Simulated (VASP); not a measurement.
Here is a VASP 6.6.1 calculation.

File INCAR:

```
PREC = Accurate
ENCUT = 520
EDIFF = 1E-7
ISMEAR = -1
SIGMA = 0.08
LREAL = False
LASPH = True
NELM = 80
ALGO = Normal
ISIF = 2
LWAVE = False
LCHARG = True
GGA = PE
LELF = True
LVHAR = True
NBANDS = 11
```

The input KPOINTS:

```
regular mesh
0
Gamma
  20 20 20
```

POSCAR

```
Hf
1.0
   -1.3239049227      1.3239049227      1.3239049227
    1.3239049227     -1.3239049227      1.3239049227
    1.3239049227      1.3239049227     -1.3239049227
Hf
1
Direct
    0.0000000000      0.0000000000      0.0000000000
```

Potentials or basis: VASP PAW PBE potentials, release 64 (Hf_pv).

Run with:

```bash
$ cat potpaw_PBE.64/Hf_pv/POTCAR > POTCAR
$ mpirun -np 1 vasp_std > vasp.out
```

**Question.** Predict the band gap on the k mesh.

**Answer.** Zero (band 5 reaches 14.99 eV, above the bottom of band 6 at 10.90 eV).

**Question.** Estimate the pressure.

**Answer.** 421.8 GPa.

Caveat: spin-orbit coupling is left out, which moves the levels of the heavy elements.
